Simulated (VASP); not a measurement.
A run of VASP 6.6.1 is set up as follows.

Contents of INCAR:

```
ALGO = Normal
EDIFF = 1E-6
ENCUT = 520
GGA = PE
ISIF = 2
ISMEAR = 0
LASPH = True
LCHARG = True
LELF = True
LREAL = False
LVHAR = True
LWAVE = False
NBANDS = 26
NELM = 60
PREC = Accurate
SIGMA = 0.1
```

File KPOINTS:

```
k-points
0
Gamma
  6 6 2
```

File POSCAR:

```
TaTlO2
1.0
    3.6762308620      0.0000000000      0.0000000000
   -1.8381154310      3.1837093166      0.0000000000
    0.0000000000      0.0000000000      5.9398502473
Ta Tl O
1 1 2
Direct
    0.0000000000      0.0000000000      0.5000000000
    0.0000000000      0.0000000000      0.0000000000
    0.3333333333      0.6666666667      0.5000000000
    0.6666666667      0.3333333333      0.5000000000
```

Potentials or basis: VASP PAW PBE potentials, release 64 (Ta_pv, Tl_d, O).

Launch:

```bash
$ cat potpaw_PBE.64/Ta_pv/POTCAR potpaw_PBE.64/Tl_d/POTCAR potpaw_PBE.64/O/POTCAR > POTCAR
$ mpirun -np 1 vasp_std > vasp.out
```

Task: What does it give for the band gap on the k mesh?

Result: Zero (bands 18 and 19 overlap by 1.33 eV).

Task: Estimate the pressure.

Result: 0.1 GPa.

Stress tensor (GPa, compression positive):
```
 0.35  0.00  0.00
 0.00  0.35  0.00
 0.00  0.00 -0.26
```

Caveat: the k points lie up to 0.53 Å⁻¹ apart, too coarse for converged energies and pressures of a metal; spin-orbit coupling is left out, which moves the levels of the heavy elements.
